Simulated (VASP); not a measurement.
# KMgF3 in VASP: notebook, part 2 of 2

VASP 6.6.1. The steps go on from the part before.

### Step 3. Single point, r2SCAN (strain -2.5%)

Contents of POSCAR:

```
KMgF3
1.0
    3.8807325769      0.0000000000      0.0000000000
    0.0000000000      3.8807325769      0.0000000000
    0.0000000000      0.0000000000      3.8807325769
K Mg F
1 1 3
Direct
    0.0000000000      0.0000000000      0.0000000000
    0.5000000000      0.5000000000      0.5000000000
    0.5000000000      0.5000000000      0.0000000000
    0.5000000000      0.0000000000      0.5000000000
    0.0000000000      0.5000000000      0.5000000000
```

Contents of INCAR.step1:

```
SYSTEM = KMgF3
PREC = Accurate
ENCUT = 520
ISMEAR = 0
SIGMA = 0.01
LREAL = .FALSE.
LASPH = .TRUE.
NELM = 60
NBANDS = 24
GGA = PE
ALGO = Normal
EDIFF = 1E-4
LWAVE = .TRUE.
LCHARG = .FALSE.
```

Contents of INCAR.step2:

```
SYSTEM = KMgF3
PREC = Accurate
ENCUT = 520
EDIFF = 1E-6
ISMEAR = 0
SIGMA = 0.01
LREAL = .FALSE.
LASPH = .TRUE.
NELM = 60
ALGO = Normal
ISIF = 2
LWAVE = .FALSE.
LCHARG = .TRUE.
METAGGA = R2SCAN
LMIXTAU = .TRUE.
LELF = .TRUE.
LVHAR = .TRUE.
NBANDS = 24
ISTART = 1
```

Contents of KPOINTS:

```
regular mesh
0
G
  6 6 6
  0 0 0
```

Potentials or basis: VASP PAW PBE potentials, release 64 (K_sv, Mg, F).

The run is started by

```sh
cat potpaw_PBE.64/K_sv/POTCAR potpaw_PBE.64/Mg/POTCAR potpaw_PBE.64/F/POTCAR > POTCAR
cp INCAR.step1 INCAR
mpirun -np 1 vasp_std > vasp.out
cp INCAR.step2 INCAR
mpirun -np 1 vasp_std > vasp.out
```

OUTCAR:

```text
SYSTEM = KMgF3
   PREC = Accurate
   ENCUT = 520
   EDIFF = 1E-6
   ISMEAR = 0
   LREAL = .FALSE.
   LASPH = .TRUE.
   NELM = 60
   ISIF = 2
   METAGGA = R2SCAN
   ISTART = 1

 ion  position               nearest neighbor table
   1  0.000  0.000  0.000-   3 2.74   4 2.74   5 2.74   4 2.74   5 2.74   3 2.74   5 2.74   5 2.74
                             3 2.74   4 2.74   4 2.74   3 2.74   2 3.36   2 3.36   2 3.36   2 3.36
   2  0.500  0.500  0.500-   3 1.94   4 1.94   5 1.94   3 1.94   4 1.94   5 1.94   1 3.36   1 3.36
                             1 3.36   1 3.36   1 3.36   1 3.36   1 3.36   1 3.36
   3  0.500  0.500  0.000-   2 1.94   2 1.94   1 2.74   1 2.74   1 2.74   1 2.74
   4  0.500  0.000  0.500-   2 1.94   2 1.94   1 2.74   1 2.74   1 2.74   1 2.74
   5  0.000  0.500  0.500-   2 1.94   2 1.94   1 2.74   1 2.74   1 2.74   1 2.74

  LATTYP: Found a simple cubic cell.
 ALAT       =     3.8807325769

  Lattice vectors:

 A1 = (   3.8807325769,   0.0000000000,   0.0000000000)
 A2 = (   0.0000000000,   3.8807325769,   0.0000000000)
 A3 = (   0.0000000000,   0.0000000000,   3.8807325769)

Analysis of symmetry for initial positions (statically):
=====================================================================
 Subroutine PRICEL returns:
 Original cell was already a primitive cell.

 Routine SETGRP: Setting up the symmetry group for a
 simple cubic supercell.

 Subroutine GETGRP returns: Found 48 space group operations
 (whereof 48 operations were pure point group operations)
 out of a pool of 48 trial point group operations.

The static configuration has the point symmetry O_h .

Analysis of symmetry for dynamics (positions and initial velocities):
=====================================================================
 Subroutine PRICEL returns:
 Original cell was already a primitive cell.

 Routine SETGRP: Setting up the symmetry group for a
 simple cubic supercell.

 Subroutine GETGRP returns: Found 48 space group operations
[... 124 lines left out ...]
     AMIX_MAG =   1.60;   BMIX_MAG =  1.00
  volume/ion in A,a.u.               =      11.69        78.88
  Fermi-wavevector in a.u.,A,eV,Ry     =   1.339300  2.530909 24.405093  1.793724
  Thomas-Fermi vector in A             =   2.467702
   LORBIT       =      0    0 simple, 1 ext, 2 COOP (PROOUT), +10 PAW based schemes
   METAGGA = R2SCAN    functional components
   LHFCALC =     F    Hartree Fock is set to
   AEXX    =    0.0000 exact exchange contribution
   IVDW    =     0    specifies the selected vdW correction
   LEPSILON=     F    determine dielectric tensor
   LRPA    =     F    only Hartree local field effects (RPA)
 non-spin polarized calculation
 Gauss-broadening in eV      SIGMA  =   0.01
  energy-cutoff  :      520.00
  volume of cell :       58.44
 maximum number of plane-waves:      1596
 NGX is ok and might be reduce to    30
   NGX = 15   NGY = 15   NGZ = 15

 number of electron      32.0000017 magnetization

 Free energy of the ion-electron system (eV)
  ---------------------------------------------------
  ext. energy  EPLUGINS =         0.00000000
  ---------------------------------------------------
  free energy    TOTEN  =       -37.32757415 eV

  energy without entropy =      -37.32757415  energy(sigma->0) =      -37.32757415

 E-fermi :  -1.6562     XC(G=0): -10.6421

 val. band max:       -1.7947503505   @ k =   0.5000   0.5000   0.5000
 cond. band min:       7.1191109452   @ k =   0.0000   0.0000   0.0000
 fundamental gap:      8.9138612957
 Fermi energy:        -1.6562238687

 k-point     1 :       0.0000    0.0000    0.0000
  band No.  band energies     occupation
      1     -28.2449      2.00000
      2     -23.2544      2.00000
      3     -22.5178      2.00000
      4     -22.5178      2.00000
      5     -10.9826      2.00000
      6     -10.9826      2.00000
[... 529 lines left out ...]
     23      15.3115      0.00000
     24      15.3115      0.00000

------------------------ aborting loop because EDIFF is reached ----------------------------------------

  FORCE on cell =-STRESS in cart. coord.  units (eV):
  Direction    XX          YY          ZZ          XY          YZ          ZX
  --------------------------------------------------------------------------------------
  -------------------------------------------------------------------------------------
  Total        2.3618016      2.3618016      2.3618016     -0.0000000     -0.0000000     -0.0000000
  in kB       64.7459860     64.7459860     64.7459860     -0.0000000     -0.0000000     -0.0000000
  external PRESSURE =      64.7459860 kB  Pullay stress =       0.0000000 kB

 VOLUME and BASIS-vectors are now :
 -----------------------------------------------------------------------------
  energy-cutoff  :      520.00
  volume of cell :       58.44
      direct lattice vectors                 reciprocal lattice vectors
     3.880732577  0.000000000  0.000000000     0.257683306  0.000000000  0.000000000
     0.000000000  3.880732577  0.000000000     0.000000000  0.257683306  0.000000000
     0.000000000  0.000000000  3.880732577     0.000000000  0.000000000  0.257683306

 POSITION                                       TOTAL-FORCE (eV/Angst)
 -----------------------------------------------------------------------------------
      0.00000      0.00000      0.00000         0.000000      0.000000      0.000000
      1.94037      1.94037      1.94037         0.000000      0.000000      0.000000
      1.94037      1.94037      0.00000         0.000000      0.000000      0.000000
      1.94037      0.00000      1.94037         0.000000      0.000000      0.000000
      0.00000      1.94037      1.94037         0.000000      0.000000      0.000000
 -----------------------------------------------------------------------------------
    total drift:                                0.000000      0.000000     -0.000000

  FREE ENERGIE OF THE ION-ELECTRON SYSTEM (eV)
  ---------------------------------------------------
  free  energy   TOTEN  =       -37.3275741541 eV

  energy  without entropy=      -37.3275741541  energy(sigma->0) =      -37.32757415
```

Run time: 53 s. Hardware: 1 thread of Intel Xeon 6975P-C (Granite Rapids), shared host; peak memory 0.19 GiB.

What came out:

```
Free energy            : -37.3276 eV
Pressure               : 6.5 GPa
Band gap on the k mesh : 8.91 eV, indirect (least direct gap 9.23 eV)
```

Levels at points of the mesh, in eV from the valence-band top:
| k point | band 14 | band 15 | band 16 | band 17 | band 18 | band 19 |
| --- | --- | --- | --- | --- | --- | --- |
| (0.00, 0.00, 0.00) | -0.32 | -0.32 | -0.32 | 8.91 | 10.95 | 10.95 |
| (0.50, 0.00, 0.00) | -0.96 | -0.58 | -0.58 | 11.54 | 12.12 | 12.35 |
| (0.50, 0.50, 0.00) | -0.96 | -0.96 | -0.02 | 12.34 | 12.94 | 14.15 |
| (0.50, 0.50, 0.50) | 0.00 | 0.00 | 0.00 | 11.70 | 11.70 | 11.70 |

Caveat: the cell differs from its parent crystal (strain -2.5%); the PAW data sets were made with another functional, which shifts forces and pressure a little. A k mesh can miss the band edges.

### Step 4. Single point, r2SCAN

This run uses another cell than the first one, of 12.61 Å³/atom, 1.130 times its volume.

POSCAR: that of step 3 with these lines changed.

```diff
@@ -2,5 +2,5 @@
 1.0
-    3.8807325769      0.0000000000      0.0000000000
-    0.0000000000      3.8807325769      0.0000000000
-    0.0000000000      0.0000000000      3.8807325769
+    3.9802385405      0.0000000000      0.0000000000
+    0.0000000000      3.9802385405      0.0000000000
+    0.0000000000      0.0000000000      3.9802385405
 K Mg F
```

Contents of INCAR.step1:

```
ALGO     = Normal         # electronic algorithm
EDIFF    = 1E-4           # SCF threshold, eV
ENCUT    = 520            # plane-wave cutoff, eV
GGA      = PE             # functional
ISMEAR   = 0              # smearing method
LASPH    = True           # aspherical terms in the spheres
LCHARG   = False          # write CHGCAR
LREAL    = False          # projectors in reciprocal space
LWAVE    = True           # write WAVECAR
NBANDS   = 24             # bands
NELM     = 100            # most SCF steps
PREC     = Accurate       # precision mode
SIGMA    = 0.01           # smearing width, eV
```

Contents of INCAR.step2:

```
ALGO     = Normal         # electronic algorithm
EDIFF    = 1E-6           # SCF threshold, eV
ENCUT    = 520            # plane-wave cutoff, eV
ISIF     = 2              # what is computed and relaxed
ISMEAR   = 0              # smearing method
ISTART   = 1            
LASPH    = True           # aspherical terms in the spheres
LCHARG   = True           # write CHGCAR
LELF     = True           # ELF
LMIXTAU  = True         
LREAL    = False          # projectors in reciprocal space
LVHAR    = True         
LWAVE    = False          # write WAVECAR
METAGGA  = R2SCAN         # meta-GGA
NBANDS   = 24             # bands
NELM     = 100            # most SCF steps
PREC     = Accurate       # precision mode
SIGMA    = 0.01           # smearing width, eV
```

Contents of KPOINTS:

```
k-points
0
Gamma
  6 6 6
```

Potentials or basis: VASP PAW PBE potentials, release 64 (K_sv, Mg, F).

The run is started by

```sh
cat potpaw_PBE.64/K_sv/POTCAR potpaw_PBE.64/Mg/POTCAR potpaw_PBE.64/F/POTCAR > POTCAR
cp INCAR.step1 INCAR
mpirun -np 1 vasp_std > vasp.out
cp INCAR.step2 INCAR
mpirun -np 1 vasp_std > vasp.out
```

OUTCAR:

```text
EDIFF = 1E-6
   ENCUT = 520
   ISIF = 2
   ISMEAR = 0
   ISTART = 1
   LASPH = True
   LREAL = False
   METAGGA = R2SCAN
   NELM = 100
   PREC = Accurate

 ion  position               nearest neighbor table
   1  0.000  0.000  0.000-   3 2.81   4 2.81   5 2.81   4 2.81   5 2.81   3 2.81   5 2.81   5 2.81
                             3 2.81   4 2.81   4 2.81   3 2.81   2 3.45   2 3.45   2 3.45   2 3.45
   2  0.500  0.500  0.500-   3 1.99   4 1.99   5 1.99   3 1.99   4 1.99   5 1.99   1 3.45   1 3.45
                             1 3.45   1 3.45   1 3.45   1 3.45   1 3.45   1 3.45
   3  0.500  0.500  0.000-   2 1.99   2 1.99   1 2.81   1 2.81   1 2.81   1 2.81
   4  0.500  0.000  0.500-   2 1.99   2 1.99   1 2.81   1 2.81   1 2.81   1 2.81
   5  0.000  0.500  0.500-   2 1.99   2 1.99   1 2.81   1 2.81   1 2.81   1 2.81

  LATTYP: Found a simple cubic cell.
 ALAT       =     3.9802385405

  Lattice vectors:

 A1 = (   3.9802385405,   0.0000000000,   0.0000000000)
 A2 = (   0.0000000000,   3.9802385405,   0.0000000000)
 A3 = (   0.0000000000,   0.0000000000,   3.9802385405)

Analysis of symmetry for initial positions (statically):
=====================================================================
[... 177 lines left out ...]
 cond. band min:       6.0863002297   @ k =   0.0000   0.0000   0.0000
 fundamental gap:      8.2817373482
 Fermi energy:        -2.0465918020

 k-point     1 :       0.0000    0.0000    0.0000
  band No.  band energies     occupation
      1     -28.7861      2.00000
      2     -23.4472      2.00000
      3     -22.8114      2.00000
      4     -22.8114      2.00000
      5     -11.5135      2.00000
      6     -11.5135      2.00000
[... 529 lines left out ...]
     23      14.0705      0.00000
     24      14.0705      0.00000

------------------------ aborting loop because EDIFF is reached ----------------------------------------

  FORCE on cell =-STRESS in cart. coord.  units (eV):
  Direction    XX          YY          ZZ          XY          YZ          ZX
  --------------------------------------------------------------------------------------
  -------------------------------------------------------------------------------------
  Total       -0.2310927     -0.2310927     -0.2310927      0.0000000      0.0000000      0.0000000
  in kB       -5.8717754     -5.8717754     -5.8717754      0.0000000      0.0000000      0.0000000
  external PRESSURE =      -5.8717754 kB  Pullay stress =       0.0000000 kB

 VOLUME and BASIS-vectors are now :
 -----------------------------------------------------------------------------
  energy-cutoff  :      520.00
  volume of cell :       63.06
      direct lattice vectors                 reciprocal lattice vectors
     3.980238540  0.000000000  0.000000000     0.251241223  0.000000000  0.000000000
     0.000000000  3.980238540  0.000000000     0.000000000  0.251241223  0.000000000
     0.000000000  0.000000000  3.980238540     0.000000000  0.000000000  0.251241223

 POSITION                                       TOTAL-FORCE (eV/Angst)
 -----------------------------------------------------------------------------------
      0.00000      0.00000      0.00000         0.000000      0.000000      0.000000
      1.99012      1.99012      1.99012         0.000000      0.000000      0.000000
      1.99012      1.99012      0.00000         0.000000      0.000000      0.000000
      1.99012      0.00000      1.99012         0.000000      0.000000      0.000000
      0.00000      1.99012      1.99012         0.000000      0.000000      0.000000
 -----------------------------------------------------------------------------------
    total drift:                                0.000000      0.000000     -0.000000

  FREE ENERGIE OF THE ION-ELECTRON SYSTEM (eV)
  ---------------------------------------------------
  free  energy   TOTEN  =       -37.4156935467 eV

  energy  without entropy=      -37.4156935467  energy(sigma->0) =      -37.41569355
```

OSZICAR.step1:

```text
N       E                     dE             d eps       ncg     rms          rms(c)
DAV:   1     0.223338491406E+03    0.22334E+03   -0.17297E+04   960   0.130E+03
DAV:   2    -0.160470615631E+02   -0.23939E+03   -0.23083E+03  1280   0.339E+02
DAV:   3    -0.263366539991E+02   -0.10290E+02   -0.10247E+02  1256   0.645E+01
DAV:   4    -0.266154324666E+02   -0.27878E+00   -0.27873E+00  1344   0.921E+00
DAV:   5    -0.266170033145E+02   -0.15708E-02   -0.15708E-02  1280   0.724E-01    0.902E+00
DAV:   6    -0.244048794396E+02    0.22121E+01   -0.71491E+00  1136   0.191E+01    0.406E+00
DAV:   7    -0.244081449950E+02   -0.32656E-02   -0.32570E-01  1112   0.296E+00    0.240E+00
DAV:   8    -0.244086122799E+02   -0.46728E-03   -0.74615E-02  1176   0.244E+00    0.335E-01
DAV:   9    -0.244078011392E+02    0.81114E-03   -0.17568E-02  1224   0.914E-01    0.152E-01
DAV:  10    -0.244080781125E+02   -0.27697E-03   -0.11239E-03  1136   0.218E-01    0.902E-02
DAV:  11    -0.244080763706E+02    0.17419E-05   -0.42965E-05   776   0.573E-02
   1 F= -.24408076E+02 E0= -.24408076E+02  d E =-.984887E-27
```

Run time: 52 s. Hardware: 1 thread of Intel Xeon 6975P-C (Granite Rapids), shared host; peak memory 0.18 GiB.

Results:

- Free energy: -37.4157 eV
- Pressure: -0.6 GPa
- Band gap on the k mesh: 8.28 eV, indirect (least direct gap 8.60 eV)

Caveat: the PAW data sets were made with another functional, which shifts forces and pressure a little. A k mesh can miss the band edges.

### Step 5. Single point, PBE (uniaxial z strain -0.5%)

Contents of INCAR:

```
SYSTEM = KMgF3
PREC = Accurate
ENCUT = 520
EDIFF = 1E-6
ISMEAR = -1
SIGMA = 0.02
LREAL = .FALSE.
LASPH = .TRUE.
NELM = 60
ALGO = Normal
ISIF = 2
LWAVE = .FALSE.
LCHARG = .FALSE.
GGA = PE
NBANDS = 24
```

Contents of KPOINTS:

```
Automatic mesh
0
G
  6 6 6
  0 0 0
```

POSCAR: that of step 4 with these lines changed.

```diff
@@ -4,3 +4,3 @@
     0.0000000000      3.9802385405      0.0000000000
-    0.0000000000      0.0000000000      3.9802385405
+    0.0000000000      0.0000000000      3.9603373478
 K Mg F
```

The run is started by

```sh
cat potpaw_PBE.64/K_sv/POTCAR potpaw_PBE.64/Mg/POTCAR potpaw_PBE.64/F/POTCAR > POTCAR
mpirun -np 1 vasp_std > vasp.out
```

It took 21 s on 1 thread of Intel Xeon 6975P-C (Granite Rapids), shared host; peak memory 0.2 GiB.

The run converged. Its results:

- Free energy: -24.3993 eV
- Pressure: 4.1 GPa
- Band gap on the k mesh: 7.37 eV, indirect (least direct gap 7.70 eV)

Stress tensor (GPa, compression positive):
```
3.96 0.00 0.00
0.00 3.96 0.00
0.00 0.00 4.51
```

Levels at points of the mesh, in eV from the valence-band top:
```tsv
k point	band 12	band 13	band 14	band 15	band 16	band 17	band 18	band 19	band 20	band 21
(0.00, 0.00, 0.00)	-0.64	-0.63	-0.32	-0.32	-0.32	7.37	10.08	10.10	12.24	12.27
(0.50, 0.00, 0.00)	-0.88	-0.87	-0.86	-0.54	-0.54	10.17	10.54	11.13	12.84	12.87
(0.50, 0.50, 0.00)	-1.04	-1.04	-0.92	-0.92	-0.03	10.97	11.73	12.71	12.71	12.90
(0.00, 0.00, 0.50)	-0.89	-0.89	-0.88	-0.54	-0.54	10.19	10.55	11.17	12.85	12.86
(0.50, 0.00, 0.50)	-1.07	-1.05	-0.90	-0.89	-0.02	10.97	11.75	12.72	12.73	12.86
(0.50, 0.50, 0.50)	-1.13	-1.12	0.00	0.00	0.00	10.48	10.48	10.48	14.06	14.10
```

Caveat: the cell differs from its parent crystal (uniaxial z strain -0.5%).

### Step 6. Overview

```tsv
level	cell	smearing	gap on the mesh (eV)	pressure (GPa)
r2SCAN	a = 3.821 Å, 5 atoms	gaussian 0.01 eV	9.33	12.1
r2SCAN	a = 3.881 Å, 5 atoms	gaussian 0.01 eV	8.91	6.5
r2SCAN	a = 3.980 Å, 5 atoms	gaussian 0.01 eV	8.28	-0.6
PBE	a = 3.980, b = 3.980, c = 3.960 Å, 5 atoms	fermi-dirac 0.02 eV	7.37	4.1
```

Alike in all rows: task single point; potentials or basis VASP PAW PBE potentials, release 64 (K_sv, Mg, F); no spin polarisation; k mesh 6 × 6 × 6; cutoff (eV) 520.

Caveats: the PAW data sets were made with another functional, which shifts forces and pressure a little (some runs).

Total energies depend on the potentials used, so only differences within one code and one set of settings carry meaning.
